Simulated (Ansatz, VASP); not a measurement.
# Na2B5 in VASP and in Ansatz

Contents of INCAR:

```
SYSTEM = Na2B5
ALGO = Normal
EDIFF = 1E-6
EDIFFG = -0.04
ENCUT = 600
GGA = PE
IBRION = 2
ISIF = 3
ISMEAR = 0
LASPH = .TRUE.
LCHARG = .FALSE.
LREAL = .FALSE.
LWAVE = .FALSE.
NELM = 100
NSW = 90
PREC = Accurate
SIGMA = 0.1
```

The input KPOINTS:

```
k-points
0
G
  4 4 4
  0 0 0
```

POSCAR

```
Na2B5
1.0
    4.3987621528      0.0000000000      0.0000000000
   -1.8321762980      4.0815439825      0.0000000000
   -0.6819879018     -2.2595229622      7.2427881091
Na B
2 5
Direct
    0.3779297177      0.8268395661      0.7238984403
    0.6220702823      0.1731604339      0.2761015597
    0.1981869541      0.6109629435      0.0127482527
    0.5000000000      0.5000000000      0.0000000000
    0.0562601528      0.1955405015      0.9952979896
    0.9437398472      0.8044594985      0.0047020104
    0.8018130459      0.3890370565      0.9872517473
```

Input for Ansatz:

```yaml
crystal:
  lattice:
    - [4.3987621528, 0.0, 0.0]
    - [-1.832176298, 4.0815439825, 0.0]
    - [-0.6819879018, -2.2595229622, 7.2427881091]
  atoms:
    - { symbol: Na, position: [0.3779297177, 0.8268395661, 0.7238984403] }
    - { symbol: Na, position: [0.6220702823, 0.1731604339, 0.2761015597] }
    - { symbol: B, position: [0.1981869541, 0.6109629435, 0.0127482527] }
    - { symbol: B, position: [0.5, 0.5, 0.0] }
    - { symbol: B, position: [0.0562601528, 0.1955405015, 0.9952979896] }
    - { symbol: B, position: [0.9437398472, 0.8044594985, 0.0047020104] }
    - { symbol: B, position: [0.8018130459, 0.3890370565, 0.9872517473] }
basis:
  ecutwfc: 420
kpoints:
  mp_grid: { grid: [4, 4, 4] }
hamiltonian:
  xc: pbe
scf:
  occupations: { method: gaussian, width: 0.1 }
  lower_state_search: "off"
output:
  forces: true
  stress: true
  eigenvalues: true
relax:
  adjacent_minimum: "off"
  f_tol: 0.04
  max_steps: 70
  cell: { stress_tol: 0.4 }
```

Change from the starting cell: the structure that the rattled cell fell into.

Alike in both runs: task relaxation of cell and atoms; functional PBE; k mesh 4 × 4 × 4; occupations gaussian, width 0.1 eV; no spin polarisation.

|  | VASP | Ansatz |
| --- | --- | --- |
| version | VASP 6.6.1 | Ansatz 0.2.0 |
| potentials or method | VASP PAW PBE potentials, release 64 (Na_pv, B), cutoff 600 eV | scalar-relativistic, plane waves, PAW |
| valence electrons in the cell | 29 | 33 |

VASP gave:

| Item | Value |
| --- | --- |
| gap on the k mesh at the Fermi level, each at its own relaxed structure (eV) | none |
| relaxed volume (Å³/atom) | 18.58 |
| relaxed cell length with the largest relative difference (Å) | 7.604 |

Question: Which values does Ansatz return?

Answer: gap on the k mesh at the Fermi level, each at its own relaxed structure (eV): none; relaxed volume (Å³/atom): 18.95; relaxed cell length with the largest relative difference (Å): 7.762.

A gap of «none» marks a metal or a gap that the smearing closes. VASP's potentials hold 29 valence electrons a cell and Ansatz's 33, so a difference there can come from the potentials and not from the codes.

The k mesh is coarse, so the values compare programs but aren't converged.
